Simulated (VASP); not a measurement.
Write the native input for VASP 6.6.1 that does the following.

```
Task                   : single point
Functional             : PBE
Potentials or basis    : VASP PAW PBE potentials, release 64 (Mg, O)
Cutoff                 : 520 eV
k mesh                 : 9 × 9 × 2
Occupations            : gaussian, width 0.05 eV
Spin                   : no spin polarisation
Dipole correction      : no
Further INCAR settings : ALGO = Normal; EDIFF = 1e-06; NBANDS = 26
```

The structure of MgO lies in POSCAR:

```
MgO
1.0
    3.2803754002      0.0000000000      0.0000000000
   -1.6401877001      2.8408884305      0.0000000000
    0.0000000000      0.0000000000     10.5147056238
Mg O
4 4
Direct
    0.3333333333      0.6666666667      0.9694791811
    0.0000000000      0.0000000000      0.2208070585
    0.0000000000      0.0000000000      0.7208070585
    0.6666666667      0.3333333333      0.4694791811
    0.3333333333      0.6666666667      0.7800540723
   -0.1341309900      0.0000000000      0.5296578681
    0.0000000000      0.0000000000      0.0296578681
    0.6666666667      0.3333333333      0.2800540723
```

This cell differs from its parent crystal: atom 6 (O) moved by -0.440 Å along [1 0 0] and +0.000 Å along [0 0 1].

One way to write it, as run:

INCAR

```
SYSTEM = MgO
PREC = Accurate ; ENCUT = 520
EDIFF = 1E-6 ; ISMEAR = 0
SIGMA = 0.05 ; LREAL = .False.
LASPH = .True. ; NELM = 60
ALGO = Normal ; ISIF = 2
LWAVE = .False. ; LCHARG = .False.
GGA = PE ; NBANDS = 26
```

KPOINTS

```
regular mesh
0
Gamma
  9 9 2
  0 0 0
```

Potentials or basis: VASP PAW PBE potentials, release 64 (Mg, O).

The run is started by

```sh
$ cat potpaw_PBE.64/Mg/POTCAR potpaw_PBE.64/O/POTCAR > POTCAR
$ mpirun -np 1 vasp_std > vasp.out
```

Results of the run:

| Item | Value |
| --- | --- |
| Pressure | 3.7 GPa |
| Largest force | 6.958 eV/Å |
| Band gap on the k mesh | 3.17 eV, direct |

Caveat: the cell differs from its parent crystal (atom 6 (O) moved by -0.440 Å along [1 0 0] and +0.000 Å along [0 0 1]); forces of over 1 eV/Å act on the atoms, so gaps and moduli don't describe the material at rest.

Run time: 73 s on 1 thread of Intel(R) Xeon(R) 6975P-C (Granite Rapids), on a shared host, peak memory 0.3 GiB.
